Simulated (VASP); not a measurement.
# Pt (a cell with a defect) in VASP: notebook

Pt (a cell with a defect) is run at these levels: RPBE+D3(BJ); tasks: single point.

All numbers are computed with VASP 6.6.1; they aren't measurements. Logs are shortened: lines on timing, memory, paths and dates and some standing lists are left out, and cuts for length are marked.

## Step 1: The cell of the first run

The cell holds a defect, 11 atoms: a = 8.319 Å, b = 5.546 Å, c = 5.546 Å, α = 60.00°, β = 60.00°, γ = 60.00°.

## Step 2: Single point, RPBE+D3(BJ)

Input file INCAR:

```
ALGO     = Normal         # electronic algorithm
EDIFF    = 1E-6           # SCF threshold, eV
ENCUT    = 400            # plane-wave cutoff, eV
GGA      = RP             # functional
GGA_COMPAT= False        
ISIF     = 2              # what is computed and relaxed
ISMEAR   = 1              # smearing method
IVDW     = 12             # dispersion correction
LASPH    = True           # aspherical terms in the spheres
LCHARG   = False          # write CHGCAR
LREAL    = False          # projectors in reciprocal space
LWAVE    = False          # write WAVECAR
NBANDS   = 66             # bands
NELM     = 120            # most SCF steps
PREC     = Accurate       # precision mode
SIGMA    = 0.15           # smearing width, eV
```

Input file KPOINTS:

```
Automatic mesh
0
Gamma
  3 4 4
  0 0.5 0.5
```

Input file POSCAR:

```
Pt
1.0
    0.0000000000      5.8827000000      5.8827000000
    3.9218000000      0.0000000000      3.9218000000
    3.9218000000      3.9218000000      0.0000000000
Pt
11
Direct
    0.0000000000      0.0000000000      0.5000000000
    0.0000000000      0.5000000000      0.0000000000
    0.0000000000      0.5000000000      0.5000000000
    0.3245431173      0.0037536398      0.0037536398
    0.3328347297     -0.0000096958      0.5006452145
    0.3328347297      0.5006452145     -0.0000096958
    0.3330295226      0.4999678384      0.4999678384
    0.6754568827     -0.0037536398     -0.0037536398
    0.6671652703      0.0000096958      0.4993547855
    0.6671652703      0.4993547855      0.0000096958
    0.6669704774      0.5000321616      0.5000321616
```

Potentials or basis: VASP PAW PBE potentials, release 64 (Pt).

Run with:

```sh
> cat potpaw_PBE.64/Pt/POTCAR > POTCAR
> mpirun -np 1 vasp_std > vasp.out
```

OUTCAR:

```text
EDIFF = 1E-6
   ENCUT = 400
   GGA = RP
   ISIF = 2
   ISMEAR = 1
   IVDW = 12
   LASPH = True
   LREAL = False
   NELM = 120
   PREC = Accurate
 IVDW          = 12

 ion  position               nearest neighbor table
   1  0.000  0.000  0.500-   4 2.73   8 2.73   5 2.77   9 2.77  11 2.77   7 2.77   2 2.77   2 2.77
                             3 2.77   3 2.77
   2  0.000  0.500  0.000-   4 2.73   8 2.73   6 2.77  10 2.77  11 2.77   7 2.77   1 2.77   3 2.77
                             3 2.77   1 2.77
   3  0.000  0.500  0.500-   7 2.77  11 2.77  10 2.77   6 2.77   9 2.77   5 2.77   2 2.77   1 2.77
                             1 2.77   2 2.77
   4  0.325  0.004  0.004-   1 2.73   2 2.73   5 2.77   6 2.77   7 2.77   7 2.77   5 2.78   6 2.78
                             9 2.82  10 2.82   8 2.88
   5  0.333  1.000  0.501-   4 2.77   6 2.77   1 2.77   3 2.77   7 2.77   7 2.77  11 2.78   6 2.78
                             9 2.78   4 2.78   8 2.82
   6  0.333  0.501  1.000-   4 2.77   5 2.77   2 2.77   3 2.77   7 2.77   7 2.77  11 2.78   5 2.78
                            10 2.78   4 2.78   8 2.82
   7  0.333  0.500  0.500-   3 2.77   5 2.77   6 2.77   2 2.77   1 2.77   4 2.77   4 2.77   6 2.77
                             5 2.77   9 2.78  10 2.78  11 2.78
   8  0.675  0.996  0.996-   1 2.73   2 2.73  10 2.77   9 2.77  11 2.77  11 2.77   9 2.78  10 2.78
                             6 2.82   5 2.82   4 2.88
   9  0.667  0.000  0.499-   8 2.77  10 2.77   1 2.77   3 2.77  11 2.77  11 2.77   7 2.78  10 2.78
                             5 2.78   8 2.78   4 2.82
  10  0.667  0.499  0.000-   8 2.77   9 2.77   2 2.77   3 2.77  11 2.77  11 2.77   7 2.78   9 2.78
                             6 2.78   8 2.78   4 2.82
  11  0.667  0.500  0.500-   3 2.77   9 2.77  10 2.77   2 2.77   1 2.77   8 2.77   8 2.77  10 2.77
                             9 2.77   5 2.78   6 2.78   7 2.78

  LATTYP: Found a face centered orthorhombic cell.
 ALAT       =     5.5462627489
 B/A-ratio  =     1.7320508076
 C/A-ratio  =     2.4494897428

  Lattice vectors:

 A1 = (   0.0000000000,   5.8827000000,   5.8827000000)
 A2 = (  -3.9218000000,   1.9609000000,   5.8827000000)
 A3 = (   3.9218000000,   0.0000000000,   3.9218000000)

Analysis of symmetry for initial positions (statically):
=====================================================================
 Subroutine PRICEL returns:
 Original cell was already a primitive cell.

 Routine SETGRP: Setting up the symmetry group for a
 face centered orthorhombic supercell.

 Subroutine GETGRP returns: Found  4 space group operations
 (whereof  4 operations were pure point group operations)
 out of a pool of  8 trial point group operations.

The static configuration has the point symmetry C_2h.

Analysis of symmetry for dynamics (positions and initial velocities):
=====================================================================
 Subroutine PRICEL returns:
 Original cell was already a primitive cell.

 Routine SETGRP: Setting up the symmetry group for a
 face centered orthorhombic supercell.

 Subroutine GETGRP returns: Found  4 space group operations
 (whereof  4 operations were pure point group operations)
 out of a pool of  8 trial point group operations.

The dynamic configuration has the point symmetry C_2h.

 Subroutine INISYM returns: Found  4 space group operations
 (whereof  4 operations are pure point group operations),
 and found     1 'primitive' translations

----------------------------------------------------------------------------------------

                                     Primitive cell

  volume of cell :     180.9579

  direct lattice vectors                    reciprocal lattice vectors
     0.000000000  5.882700000  5.882700000    -0.084994985  0.084994985  0.084994985
     3.921800000  0.000000000  3.921800000     0.127492478 -0.127492478  0.127492478
     3.921800000  3.921800000  0.000000000     0.127492478  0.127492478 -0.127492478

  length of vectors
     8.319394123  5.546262749  5.546262749     0.147215633  0.220823449  0.220823449

  position of ions in fractional coordinates (direct lattice)
     0.000000000  0.000000000  0.500000000
     0.000000000  0.500000000  0.000000000
[... 57 lines left out ...]
|        The reciprocal lattice is body-centered orthorhombic,                |
|        whereas your k-lattice is base-centered monoclinic.                  |
|                                                                             |
|     Results are often still useful ...                                      |
|                                                                             |
 -----------------------------------------------------------------------------

 WARNING: IBZKPT: internal override: KBLOWUP is changed to .FALSE.
      ... skipping the blow-up phase ...

 Subroutine IBZKPT returns following result:
 ===========================================

 Found     16 irreducible k-points:

 Following reciprocal coordinates:
            Coordinates               Weight
  0.000000  0.125000  0.125000      2.000000
  0.333333  0.125000  0.125000      2.000000
 -0.333333  0.125000  0.125000      2.000000
  0.000000  0.375000  0.125000      4.000000
  0.333333  0.375000  0.125000      4.000000
 -0.333333  0.375000  0.125000      4.000000
[... 8 lines left out ...]
  0.000000 -0.375000  0.375000      2.000000
  0.333333 -0.375000  0.375000      4.000000
   k-points           NKPTS =     16   k-points in BZ     NKDIM =     16   number of bands    NBANDS=     66
   number of dos      NEDOS =    301   number of ions     NIONS =     11
   total plane-waves  NPLWV =  69984
   dimension x,y,z NGX =    54 NGY =   36 NGZ =   36
   dimension x,y,z NGXF=   108 NGYF=   72 NGZF=   72
   ions per type =              11
   NGX,Y,Z   is equivalent  to a cutoff of  10.79, 10.79, 10.79 a.u.
   NGXF,Y,Z  is equivalent  to a cutoff of  21.58, 21.58, 21.58 a.u.
 SYSTEM =  unknown system
   PREC   = accura    normal or accurate (medium, high low for compatibility)
   ISTART =      0    job   : 0-new  1-cont  2-samecut
   ICHARG =      2    charge: 1-file 2-atom 10-const
   ISPIN  =      1    spin polarized calculation?
   LNONCOLLINEAR =      F non collinear calculations
   LSORBIT =      F    spin-orbit coupling
   LASPH  =      T    aspherical Exc in radial PAW
   ENCUT  =  400.0 eV  29.40 Ry    5.42 a.u.  13.57  9.04  9.04*2*pi/ulx,y,z
   NELM   =    120;   NELMIN=  2; NELMDL= -5     # of ELM steps
   EDIFF  = 0.1E-05   stopping-criterion for ELM
   LREAL  =      F    real-space projection
   EDIFFG = 0.1E-04   stopping-criterion for IOM
   NSW    =      0    number of steps for IOM
   IBRION =     -1    ionic relax: 0-MD 1-quasi-New 2-CG
   NFREE  =      0    steps in history (QN), initial steepest desc. (CG)
   ISIF   =      2    stress and relaxation
   ISYM   =      2    0-nonsym 1-usesym 2-fastsym
   POTIM  = 0.5000    time-step for ionic-motion
   TEBEG  =    0.0;   TEEND  =   0.0 temperature during run
   PSTRESS=    0.0 pullay stress
   NELECT =     110.0000    total number of electrons
   NUPDOWN=      -1.0000    fix difference up-down
   EMIN   =  10.00;   EMAX   =-10.00  energy-range for DOS
   EFERMI =   0.00;   METHOD = LEGACY
   ISMEAR =     1;   SIGMA  =   0.15  broadening in eV -4-tet -1-fermi 0-gaus
   EFERMI_NEDOS =   21; number of points for ismear=-14 and -15
   IALGO  =     38    algorithm
   IMIX   =      4    mixing-type and parameters
     AMIX     =   0.40;   BMIX     =  1.00
     AMIX_MAG =   1.60;   BMIX_MAG =  1.00
  volume/ion in A,a.u.               =      16.45       111.01
  Fermi-wavevector in a.u.,A,eV,Ry     =   1.386798  2.620668 26.166842  1.923209
  Thomas-Fermi vector in A             =   2.511080
   LORBIT       =      0    0 simple, 1 ext, 2 COOP (PROOUT), +10 PAW based schemes
   GGA     = RP    functional components
   LHFCALC =     F    Hartree Fock is set to
   AEXX    =    0.0000 exact exchange contribution
   IVDW    =    12    specifies the selected vdW correction
   LEPSILON=     F    determine dielectric tensor
   LRPA    =     F    only Hartree local field effects (RPA)
 non-spin polarized calculation
 Methfessel and Paxton  Order N= 1 SIGMA  =   0.15
  energy-cutoff  :      400.00
  volume of cell :      180.96
 maximum number of plane-waves:      3305
 NGX is ok and might be reduce to    54
   NGX = 27   NGY = 19   NGZ = 19

 number of electron     110.0000040 magnetization

 Free energy of the ion-electron system (eV)
  ---------------------------------------------------
  ext. energy  EPLUGINS =         0.00000000
  ---------------------------------------------------
  free energy    TOTEN  =       -59.67890303 eV

  energy without entropy =      -59.66166967  energy(sigma->0) =      -59.67315857

 E-fermi :   9.8706     XC(G=0): -12.7837

 val. band max:        9.8685572303   @ k =  -0.3333  -0.3750   0.1250
 cond. band min:       9.8746609910   @ k =   0.3333   0.1250   0.1250
 fundamental gap:      0.0061037607
 Fermi energy:         9.8706062655

 k-point     1 :       0.0000    0.1250    0.1250
  band No.  band energies     occupation
      1       0.3978      2.00000
      2       2.5610      2.00000
      3       2.9651      2.00000
      4       2.9715      2.00000
      5       3.0251      2.00000
      6       3.1108      2.00000
[... 1093 lines left out ...]
     65      14.8246      0.00000
     66      15.4019      0.00000

------------------------ aborting loop because EDIFF is reached ----------------------------------------

 Edisp (eV)  -43.21644

 E8    (eV) :   -29.3037

  FORCE on cell =-STRESS in cart. coord.  units (eV):
  Direction    XX          YY          ZZ          XY          YZ          ZX
  --------------------------------------------------------------------------------------
  -------------------------------------------------------------------------------------
  Total     -44.01743   -42.00382   -42.00382    -0.75004    -1.09408    -0.75004
  in kB    -389.72452  -371.89625  -371.89625    -6.64074    -9.68684    -6.64074
  external pressure =     -377.84 kB  Pullay stress =        0.00 kB

 VOLUME and BASIS-vectors are now :
 -----------------------------------------------------------------------------
  energy-cutoff  :      400.00
  volume of cell :      180.96
      direct lattice vectors                 reciprocal lattice vectors
     0.000000000  5.882700000  5.882700000    -0.084994985  0.084994985  0.084994985
     3.921800000  0.000000000  3.921800000     0.127492478 -0.127492478  0.127492478
     3.921800000  3.921800000  0.000000000     0.127492478  0.127492478 -0.127492478

 POSITION                                       TOTAL-FORCE (eV/Angst)
 -----------------------------------------------------------------------------------
      1.96090      1.96090      0.00000         0.000000      0.000000      0.000000
      1.96090      0.00000      1.96090         0.000000      0.000000      0.000000
      3.92180      1.96090      1.96090         0.000000      0.000000      0.000000
      0.02944      1.92391      1.92391         0.005170     -0.023503     -0.023503
      5.88519      3.92140      5.87973         0.001979     -0.005646      0.004925
      5.88519      5.87973      3.92140         0.001979      0.004925     -0.005646
      3.92155      3.91989      3.91989        -0.009313      0.008073      0.008073
      7.81416      7.88059      7.88059        -0.005170      0.023503      0.023503
      1.95841      5.88310      3.92477        -0.001979      0.005646     -0.004925
      1.95841      3.92477      5.88310        -0.001979     -0.004925      0.005646
      3.92205      5.88461      5.88461         0.009313     -0.008073     -0.008073
 -----------------------------------------------------------------------------------
    total drift:                                0.000000      0.000000      0.000000

  FREE ENERGIE OF THE ION-ELECTRON SYSTEM (eV)
  ---------------------------------------------------
  free  energy   TOTEN  =      -102.8953400399 eV

  energy  without entropy=     -102.8781066826  energy(sigma->0) =     -102.88959559
```

It took 2.1 min on 1 thread of Intel Xeon Platinum 8488C (Sapphire Rapids), shared host; peak memory 0.28 GiB.

What came out:

```
Free energy                : -102.8953 eV
Pressure                   : -37.8 GPa
Largest force              : 0.034 eV/Å
Band gap on the k mesh     : zero (bands 55 and 56 overlap by 0.59 eV)
Dispersion energy per atom : -3.929 eV
```

Forces on the atoms (eV/Å):
```
Pt   0.000  0.000  0.000
Pt   0.000  0.000  0.000
Pt   0.000  0.000  0.000
Pt   0.005 -0.024 -0.024
Pt   0.002 -0.006  0.005
Pt   0.002  0.005 -0.006
Pt  -0.009  0.008  0.008
Pt  -0.005  0.024  0.024
Pt  -0.002  0.006 -0.005
Pt  -0.002 -0.005  0.006
Pt   0.009 -0.008 -0.008
```

Levels at points of the mesh, in eV from the Fermi level:
```csv
k point,band 53,band 54,band 55,band 56,band 57,band 58
"(0.00, 0.12, 0.12)",0.01,0.04,0.10,0.19,0.27,0.35
```

Caveat: three body term missing; the dispersion term is far too large for a dense solid, which distorts pressure and volume; the PAW data sets were made with another functional, which shifts forces and pressure a little; spin-orbit coupling is left out, which moves the levels of the heavy elements.

## Step 3: Single point, RPBE+D3(BJ)

Input file INCAR:

```
SYSTEM = Pt
  PREC = Accurate
  ENCUT = 400
  EDIFF = 1E-6
  ISMEAR = 1
  SIGMA = 0.15
  LREAL = .False.
  LASPH = .True.
  NELM = 120
  ALGO = Normal
  ISIF = 2
  LWAVE = .False.
  LCHARG = .False.
  GGA = RP
  IVDW = 12
  NBANDS = 66
  GGA_COMPAT = .False.
```

KPOINTS is that of step 2.

Input file POSCAR:

```
Pt
1.0
    0.0000000000      5.8827000000      5.8827000000
    3.9218000000      0.0000000000      3.9218000000
    3.9218000000      3.9218000000      0.0000000000
Pt
11
Direct
    0.0000000000      0.0000000000      0.5000000000
    0.0000000000      0.5000000000      0.0000000000
    0.0000000000      0.5000000000      0.5000000000
    0.3333333333      0.0000000000      0.0000000000
    0.3333333333      0.0000000000      0.5000000000
    0.3333333333      0.5000000000      0.0000000000
    0.3333333333      0.5000000000      0.5000000000
    0.6666666667      0.0000000000      0.0000000000
    0.6666666667      0.0000000000      0.5000000000
    0.6666666667      0.5000000000      0.0000000000
    0.6666666667      0.5000000000      0.5000000000
```

Potentials or basis: VASP PAW PBE potentials, release 64 (Pt).

Run with:

```sh
> cat potpaw_PBE.64/Pt/POTCAR > POTCAR
> mpirun -np 1 vasp_std > vasp.out
```

It took 2.1 min on 1 thread of Intel Xeon Platinum 8488C (Sapphire Rapids), shared host; peak memory 0.28 GiB.

The run converged. Its results:

```yaml
Free_energy: -102.8382 eV
Pressure: -37.3 GPa
Largest_force: 0.913 eV/Å
Band_gap_on_the_k_mesh: zero (bands 55 and 56 overlap by 0.57 eV)
Dispersion_energy_per_atom: -3.934 eV
```

Forces on the atoms (eV/Å):
```
Pt   0.000  0.000  0.000
Pt   0.000  0.000  0.000
Pt   0.000  0.000  0.000
Pt   0.429 -0.570 -0.570
Pt   0.168  0.022 -0.159
Pt   0.168 -0.159  0.022
Pt   0.016 -0.030 -0.030
Pt  -0.429  0.570  0.570
Pt  -0.168 -0.022  0.159
Pt  -0.168  0.159 -0.022
Pt  -0.016  0.030  0.030
```

Stress tensor (GPa, compression positive):
```
-38.73  -0.66  -0.66
 -0.66 -36.60  -0.69
 -0.66  -0.69 -36.60
```

Levels at points of the mesh, in eV from the Fermi level:
```
           k point  band 53  band 54  band 55  band 56  band 57  band 58
(0.00, 0.12, 0.12)     0.02     0.04     0.12     0.18     0.28     0.34
```

Caveat: three body term missing; the dispersion term is far too large for a dense solid, which distorts pressure and volume; the PAW data sets were made with another functional, which shifts forces and pressure a little; spin-orbit coupling is left out, which moves the levels of the heavy elements.
